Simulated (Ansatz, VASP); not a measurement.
# One calculation of Os, two programs

File INCAR:

```
SYSTEM = Os
PREC = Accurate
ENCUT = 520
EDIFF = 1E-8
ISMEAR = -1
SIGMA = 0.05
LREAL = .FALSE.
LASPH = .TRUE.
NELM = 150
ALGO = Normal
ISIF = 2
LWAVE = .FALSE.
LCHARG = .FALSE.
LNONCOLLINEAR = .TRUE.
MAGMOM = 0 0 0 0 0 0
LORBIT = 11
LSORBIT = .TRUE.
GGA_COMPAT = .FALSE.
LORBMOM = .TRUE.
LMAXMIX = 4
GGA = PE
LEFG = .TRUE.
NBANDS = 28
```

KPOINTS

```
regular mesh
0
G
  14 14 8
  0 0 0
```

Contents of POSCAR:

```
Os
1.0
    2.7341000000      0.0000000000      0.0000000000
   -1.3670500000      2.3678000565      0.0000000000
    0.0000000000      0.0000000000      4.3197000000
Os
2
Direct
    0.3333333333      0.6666666667      0.2500000000
    0.6666666667      0.3333333333      0.7500000000
```

Input for Ansatz:

```yaml
crystal:
  lattice:
    - [2.7341, 0.0, 0.0]
    - [-1.36705, 2.3678000565, 0.0]
    - [0.0, 0.0, 4.3197]
  atoms:
    - { symbol: Os, position: [0.3333333333, 0.6666666667, 0.25] }
    - { symbol: Os, position: [0.6666666667, 0.3333333333, 0.75] }
kpoints:
  mp_grid: { grid: [14, 14, 8] }
scf:
  occupations: { method: fermi_dirac, width: 0.05 }
hamiltonian:
  xc: pbe
  pseudopotentials: { kind: paw_fr }
output:
  forces: true
  stress: true
  populations: true
  efg: { quadrupole_moments_barn: { Os: 0.856 }, contact_densities: true }
  write_density: true
  write_potential: true
  elf: true
  volumetric_format: npy
magnetization:
  noncollinear: true
  spin_orbit: true
```

Alike in both runs: task electric field gradients; functional PBE; k mesh 14 × 14 × 8; occupations fermi-dirac, width 0.05 eV; non-collinear spin, spin-orbit coupling.

```csv
,VASP,Ansatz
version,VASP 6.6.1,Ansatz 0.2.0
potentials or method,"VASP PAW PBE potentials, release 64 (Os)",plane-wave PAW
plane-wave cutoff (eV),520,420
valence electrons in the cell,16,32
```

Ansatz gave:

```
pressure (GPa)                                                : 9.0
traceless stress, the component that is largest in VASP (GPa) : -0.61
net moment per atom (μB)                                      : 0.00
size of Vzz on the site where it differs most (V/Å²)          : 57.4
```

**Question.** Which values does VASP return?

**Answer.** Pressure (GPa): 9.1; traceless stress, the component that is largest in VASP (GPa): -0.65; net moment per atom (μB): 0.00; size of Vzz on the site where it differs most (V/Å²): 76.0.

VASP's potentials hold 16 valence electrons a cell and Ansatz's 32, so a difference there can come from the potentials and not from the codes.
